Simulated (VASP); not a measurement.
Write the native input for VASP 6.6.1 that does the following.

- Task: single point
- Functional: PBE
- Dispersion: D3(BJ)
- Potentials or basis: VASP PAW PBE potentials, release 64 (S, W_sv)
- Cutoff: 520 eV
- k mesh: 9 × 9 × 1
- Occupations: gaussian, width 0.05 eV
- Spin: no spin polarisation
- Dipole correction: yes
- Further INCAR settings: ALGO = Normal; EDIFF = 1e-07; NBANDS = 35

The structure of WS2 lies in POSCAR:

```
WS2
1.0
    3.1595456682      0.0000000000      0.0000000000
   -1.5797728341      2.7362468131      0.0000000000
    0.0000000000      0.0000000000     23.8042574330
S W
4 2
Direct
    0.3333333333      0.6666666667      0.1890418137
    0.3333333333      0.6666666667      0.3214605092
    0.6666666667      0.8333333333      0.4575706151
    0.6666666667      0.8333333333      0.5899893106
    0.6666666667      0.3333333333      0.2552511584
    0.3333333333      1.1666666667      0.5237799598
```

One way to write it, as run:

INCAR

```
PREC     = Accurate       # precision mode
ENCUT    = 520            # plane-wave cutoff, eV
EDIFF    = 1E-7           # SCF threshold, eV
ISMEAR   = 0              # smearing method
SIGMA    = 0.05           # smearing width, eV
LREAL    = False          # projectors in reciprocal space
LASPH    = True           # aspherical terms in the spheres
NELM     = 100            # most SCF steps
ALGO     = Normal         # electronic algorithm
ISIF     = 2              # what is computed and relaxed
LWAVE    = False          # write WAVECAR
LCHARG   = True           # write CHGCAR
LDIPOL   = True         
IDIPOL   = 3            
DIPOL    = 0.5 0.5 0.390
GGA      = PE             # functional
IVDW     = 12             # dispersion correction
LELF     = True           # ELF
LVHAR    = True         
LVACPOTAV= True         
NBANDS   = 35             # bands
```

KPOINTS

```
regular mesh
0
Gamma
  9 9 1
```

Potentials or basis: VASP PAW PBE potentials, release 64 (S, W_sv).

The run is started by

```console
$ cat potpaw_PBE.64/S/POTCAR potpaw_PBE.64/W_sv/POTCAR > POTCAR
$ mpirun -np 1 vasp_std > vasp.out
```

Results of the run:

| Quantity | Value |
| --- | --- |
| Largest force | 0.083 eV/Å |
| Band gap on the k mesh | 1.61 eV, indirect (least direct gap 1.91 eV) |
| Dispersion energy per atom | -0.359 eV |

Caveat: spin-orbit coupling is left out, which moves the levels of the heavy elements.

Run time: 5.6 min on 1 thread of AMD EPYC 9R45 (Zen 5) (shared host), peak memory 0.35 GiB.
